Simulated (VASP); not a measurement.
Here is a VASP 6.6.1 calculation.

INCAR

```
PREC = Accurate
ENCUT = 600
EDIFF = 1E-6
ISMEAR = -1
SIGMA = 0.05
LREAL = False
LASPH = True
NELM = 200
ALGO = Normal
ISIF = 2
LWAVE = False
LCHARG = False
ISPIN = 2
MAGMOM = 3 0
LORBIT = 11
LMAXMIX = 4
GGA = CA
NBANDS = 18
GGA_COMPAT = False
```

The input KPOINTS:

```
regular mesh
0
Gamma
  11 11 11
```

Contents of POSCAR:

```
FeO
1.0
    0.0000000000      2.1409337923      2.1409337923
    2.1409337923      0.0000000000      2.1409337923
    2.1409337923      2.1409337923      0.0000000000
Fe O
1 1
Direct
    0.0000000000      0.0000000000      0.0000000000
    0.5000000000      0.5000000000      0.5000000000
```

Potentials or basis: VASP PAW LDA potentials, release 64 (Fe, O).

Run with:

```sh
$ cat potpaw_LDA.64/Fe/POTCAR potpaw_LDA.64/O/POTCAR > POTCAR
$ mpirun -np 1 vasp_std > vasp.out
```

What does it give for the site moments?

Fe +3.55; O +0.32 μB.

What does it give for the net moment?

3.97 μB per cell.

What does it give for the band gap on the k mesh?

Zero (filled and empty bands overlap).

Estimate the pressure.

-12.6 GPa.

Caveat: a cell with one magnetic atom can't hold antiferromagnetic order, which such compounds often take; semilocal functionals often make such compounds metallic where correlation or magnetic order opens a gap, which also shifts bond lengths.
